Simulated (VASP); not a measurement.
W, 1 atom in the cell. It takes space group Fm-3m (No. 225, cubic). The conventional cell has a = 4.060 Å, b = 4.060 Å, c = 4.060 Å, α = 90.00°, β = 90.00°, γ = 90.00°. Within 3.8 Å of W (site symmetry m-3m) lie 12 W at 2.87 Å. 

* Program: VASP 6.6.1
* Task: relaxation of cell and atoms
* Functional: RPBE
* Potentials or basis: VASP PAW PBE potentials, release 64 (W_sv)
* Cutoff: 600 eV
* k mesh: 5 × 5 × 5
* Occupations: fermi-dirac, width 0.1 eV
* Spin: no spin polarisation
* Target pressure: 10 GPa
* Dipole correction: no
* Further INCAR settings: ALGO = Normal; EDIFF = 1e-07; IBRION = 2; EDIFFG = -0.01; NSW = 80; ISIF = 3

Potentials or basis: VASP PAW PBE potentials, release 64 (W_sv).

Run with:

```console
$ cat potpaw_PBE.64/W_sv/POTCAR > POTCAR
$ mpirun -np 1 vasp_std > vasp.out
```

Hardware: 1 thread of AMD EPYC 7R13 (shared host).

Problem. Estimate the wall time of this run.

Solution. Wall time 34 s on 1 thread of AMD EPYC 7R13, with other jobs on the host, peak memory 0.12 GiB. Counts: scf iterations 55, k points 10, ion steps 7.
